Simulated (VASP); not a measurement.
## Ta3H: relaxation of the atoms with PBE

The system is Ta3H, a slab with vacuum.

```
Ta H
1.0
     2.87431    0.00000    0.00000
    -0.95810    2.70993    0.00000
     0.00000    0.00000   20.02669
Ta H
3 1
Direct
  0.50000 0.50000 0.19973
  0.00000 0.00000 0.31277
  0.50000 0.50000 0.42577
  0.00000 0.00000 0.47101
```

```
Program                             : VASP 6.6.1
Task                                : relaxation of the atoms
Functional                          : PBE
Potentials or basis                 : VASP PAW PBE potentials, release 64 (Ta_pv, H)
Cutoff                              : 520 eV
k mesh                              : 10 × 10 × 1
Occupations                         : gaussian, width 0.1 eV
Spin                                : no spin polarisation
Dipole correction                   : yes
Atoms held fixed (from 0)           : [0, 1, 2]
Further INCAR settings              : ALGO = Normal; EDIFF = 1e-06; IBRION = 2; EDIFFG = -0.025; NSW = 36
Atoms held along some axes (from 0) : atom 3 along a and b
```

```json
{
 "Energy gained by relaxing": "12.0 meV/atom",
 "Ionic steps": "5",
 "Band gap on the k mesh": "zero (bands 17 and 18 overlap by 1.45 eV)"
}
```

Step by step:
| step | energy change (eV) | largest force on free atoms (eV/Å) | pressure (GPa) |
| --- | --- | --- | --- |
| 1 | 0.0000 | 0.5742 | -0.52 |
| 2 | -0.0146 | 0.4782 | -0.63 |
| 3 | -0.0424 | 0.1924 | -0.98 |
| 4 | -0.0291 | 0.3446 | -1.64 |
| 5 | -0.0479 | 0.0068 | -1.22 |

Final structure:
```yaml
crystal:
  lattice:
    - [2.87431, 0.00000, 0.00000]
    - [-0.95810, 2.70993, 0.00000]
    - [0.00000, 0.00000, 20.02669]
  atoms:
    - { symbol: Ta, position: [0.50000, 0.50000, 0.19973] }
    - { symbol: Ta, position: [0.00000, 0.00000, 0.31277] }
    - { symbol: Ta, position: [0.50000, 0.50000, 0.42577] }
    - { symbol: H, position: [0.00000, 0.00000, 0.47952] }
```

Levels at points of the mesh, in eV from the Fermi level:
| k point | band 14 | band 15 | band 16 | band 17 | band 18 | band 19 | band 20 | band 21 |
| --- | --- | --- | --- | --- | --- | --- | --- | --- |
| (0.00, 0.00, 0.00) | -1.57 | -0.80 | -0.38 | 0.28 | 0.51 | 0.83 | 0.93 | 2.54 |
| (0.50, 0.00, 0.00) | -1.50 | -1.44 | -0.79 | -0.31 | 1.18 | 2.28 | 3.12 | 3.57 |
| (0.50, 0.50, 0.00) | -1.77 | -1.22 | 0.59 | 0.85 | 0.96 | 2.11 | 2.31 | 2.95 |

It took 4.6 min on 1 thread of AMD EPYC 9R45 96-Core Processor (Zen 5) (shared host), peak memory 0.31 GiB.

Caveat: spin-orbit coupling is left out, which moves the levels of the heavy elements.
